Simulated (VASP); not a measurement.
HfN, 2 atoms in the cell. Symmetry: Fm-3m, No. 225, cubic system. Conventional cell: a = 4.512 Å, b = 4.512 Å, c = 4.512 Å, α = 90.00°, β = 90.00°, γ = 90.00°. Hf (site symmetry m-3m) has 6 N at 2.26 Å within 3.0 Å. N (site symmetry m-3m) has 6 Hf at 2.26 Å within 3.0 Å. 

* Program: VASP 6.6.1
* Task: relaxation of the atoms
* Functional: LDA
* Potentials or basis: VASP PAW LDA potentials, release 64 (Hf_pv, N)
* Cutoff: 520 eV
* k mesh: 11 × 11 × 11
* Occupations: fermi-dirac, width 0.03 eV
* Spin: no spin polarisation
* Dipole correction: no
* Further INCAR settings: ALGO = Normal; EDIFF = 1e-06; IBRION = 2; EDIFFG = -0.01; NSW = 50

Potentials or basis: VASP PAW LDA potentials, release 64 (Hf_pv, N).

Command:

```bash
$ cat potpaw_LDA.64/Hf_pv/POTCAR potpaw_LDA.64/N/POTCAR > POTCAR
$ mpirun -np 1 vasp_std > vasp.out
```

Hardware: 1 thread of Intel(R) Xeon(R) Platinum 8488C (Sapphire Rapids), on a shared host.

Estimate the wall time of this run.

It took 6.1 s on 1 thread of Intel(R) Xeon(R) Platinum 8488C (Sapphire Rapids), on a shared host, peak memory 0.13 GiB. Counts: scf iterations 12, k points 56, ion steps 1.
